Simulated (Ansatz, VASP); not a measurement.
**Pt: VASP beside Ansatz**

```
Pt
1.0
     2.80729    0.00000    0.00000
    -1.40365    2.43119    0.00000
     0.00000    0.00000   26.46073
Pt
6
Direct
  0.66667 0.33333 0.28354
  0.33333 0.66667 0.37092
  0.00000 0.00000 0.45696
  0.66667 0.33333 0.54304
  0.33333 0.66667 0.62908
  0.00000 0.00000 0.71646
```

Alike in both runs: functional PBE; k mesh 12 × 12 × 1; occupations gaussian, width 0.1 eV; no spin polarisation.

Ansatz relaxed the structure, and its values are those at the end. VASP's run is a single point on that final structure, the one shown.

|  | VASP | Ansatz |
| --- | --- | --- |
| version | VASP 6.6.1 | Ansatz 0.2.0 |
| potentials or method | VASP PAW PBE potentials, release 64 (Pt), cutoff 520 eV | scalar-relativistic, plane waves, PAW |
| valence electrons in the cell | 60 | 108 |

Ansatz gave:

| Property | Result |
| --- | --- |
| gap on the k mesh at the Fermi level (eV) | none |
| rms of the force components (eV/Å) | 0.002 |
| work function, face that differs most (eV) | 5.73 |

Q: Which values does VASP return?

A: gap on the k mesh at the Fermi level (eV): none; rms of the force components (eV/Å): 0.005; work function, face that differs most (eV): 5.73.

A gap of «none» marks a metal or a gap that the smearing closes. The functional is the same, so the differences come from potentials, cutoffs and numerics. VASP's potentials hold 60 valence electrons a cell and Ansatz's 108, so a difference there can come from the potentials and not from the codes. Ansatz's warnings: xc potential rough in thin density.

Spin-orbit coupling is off throughout.
